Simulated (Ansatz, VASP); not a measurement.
TiAl in VASP and in Ansatz

```xyz
2
Lattice="2.8863 0.0000 0.0000 -1.4431 2.4996 0.0000 0.0000 0.0000 4.7091" Properties=species:S:1:pos:R:3 pbc="T T T"
Ti    0.0000    0.0000    0.0000
Al    0.0000    1.6664    2.3545
```

Alike in both runs: task single point; functional PBE0; k mesh 6 × 6 × 4; occupations fermi-dirac, width 0.05 eV; no spin polarisation.

|  | VASP | Ansatz |
| --- | --- | --- |
| version | VASP 6.6.1 | Ansatz 0.2.0 |
| potentials or method | VASP PAW PBE potentials, release 64 (Ti_sv, Al) | Ansatz PAW |
| plane-wave cutoff (eV) | 520 | 420 |
| valence electrons in the cell | 15 | 15 |

Ansatz gave:

```
gap on the k mesh at the Fermi level (eV)                     : none
pressure (GPa)                                                : -3.9
traceless stress, the component that is largest in VASP (GPa) : -1.07
```

Q: What did VASP give for the same quantities?

A: gap on the k mesh at the Fermi level (eV): none; pressure (GPa): -4.3; traceless stress, the component that is largest in VASP (GPa): -1.05.

A gap of «none» marks a metal or a gap that the smearing closes.

The k mesh is coarse, so the values compare programs but aren't converged.
